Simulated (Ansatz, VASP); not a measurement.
# Two plane-wave programs on F

The input INCAR:

```
PREC = Accurate ; ENCUT = 520
EDIFF = 1E-6 ; ISMEAR = 0
SIGMA = 0.05 ; LREAL = False
LASPH = True ; NELM = 80
ALGO = Normal ; ISIF = 2
LWAVE = False ; LCHARG = True
GGA = PS ; LELF = True
LVHAR = True ; NBANDS = 22
```

The input KPOINTS:

```
regular mesh
0
Gamma
  4 4 2
```

The input POSCAR:

```
F
1.0
    3.1573117572     -1.8146152765     -0.2435191204
    3.1573117572      1.8146152765     -0.2435191204
   -2.3740572529      0.0000000000      7.2670371310
F
4
Direct
    0.0848459664      0.0848459664      0.1139841296
    0.9151540336      0.9151540336      0.8860158704
    0.5015719855      0.5015719855      0.5937195244
    0.4984280145      0.4984280145      0.4062804756
```

Input for Ansatz:

```yaml
crystal:
  lattice:
    - [3.1573117572, -1.8146152765, -0.2435191204]
    - [3.1573117572, 1.8146152765, -0.2435191204]
    - [-2.3740572529, 0.0, 7.267037131]
  atoms:
    - { symbol: F, position: [0.0848459664, 0.0848459664, 0.1139841296] }
    - { symbol: F, position: [0.9151540336, 0.9151540336, 0.8860158704] }
    - { symbol: F, position: [0.5015719855, 0.5015719855, 0.5937195244] }
    - { symbol: F, position: [0.4984280145, 0.4984280145, 0.4062804756] }
basis:
  ecutwfc: 520.0
kpoints:
  mp_grid: { grid: [4, 4, 2] }
hamiltonian:
  xc: pbesol
scf:
  occupations: { method: gaussian, width: 0.05 }
output:
  forces: true
  stress: true
  eigenvalues: true
```

Alike in both runs: task single point; functional PBEsol; k mesh 4 × 4 × 2; occupations gaussian, width 0.05 eV; no spin polarisation.

```csv
,VASP,Ansatz
version,VASP 6.6.1,Ansatz 0.2.0
potentials or method,"VASP PAW PBE potentials, release 64 (F), cutoff 520 eV","scalar-relativistic, plane waves, PAW"
valence electrons in the cell,28,28
```

```tsv
	VASP	Ansatz	Ansatz less VASP
gap on the k mesh at the Fermi level (eV)	1.08	1.11	+0.031
least direct gap on the mesh (eV)	1.13	1.16	+0.034
pressure (GPa)	-5.7	-5.7	0.00
traceless stress, the component that is largest in VASP (GPa)	-8.52	-9.36	-0.834
rms of the force components (eV/Å)	1.640	1.701	+0.0615
```

VASP's potentials were made for PBE, not for PBEsol. Atom by atom the forces differ by 0.161 eV/Å (rms over components).

The k mesh is coarse, so the values compare programs but aren't converged.
